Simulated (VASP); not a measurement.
Runs of VASP 6.6.1 on BiTe. The structure is that of space group R-3m (No. 166), or close to it. The cells are those of the table. 

| task | cell | cutoff (eV) | gap on the mesh (eV) | pressure (GPa) |
| --- | --- | --- | --- | --- |
| relaxation of cell and atoms | relaxed from a = 4.339 Å, angles 67.9°, 2 atoms | 600 | none | 0.0 |
| relaxation of shape and atoms at fixed volume | relaxed from a = 4.225 Å, angles 68.9°, 2 atoms | 600 | none | 2.9 |
| single point | a = 4.200 Å, angles 70.0°, 2 atoms | 520 | none | (a) |
| single point | a = 4.399 Å, angles 67.1°, 2 atoms | 520 | none | -1.2 |
| single point | a = 4.269 Å, angles 68.9°, 2 atoms | 520 | none | 1.3 |

Alike in all rows: level PBE; potentials or basis VASP PAW PBE potentials, release 64 (Bi_d, Te); no spin polarisation; k mesh 12 × 12 × 12; smearing gaussian 0.1 eV.

Task: Estimate the missing entries.

Result: (a) 2.8.

Caveats: spin-orbit coupling is left out, which moves the levels of the heavy elements; an odd number of electrons without spin polarisation forces a metal; a magnetic or distorted state may lie lower.

A k mesh can miss the band edges, and the runs leave out spin-orbit coupling on Bi, Te.

A gap of «none» marks levels without a gap at the run's occupations.
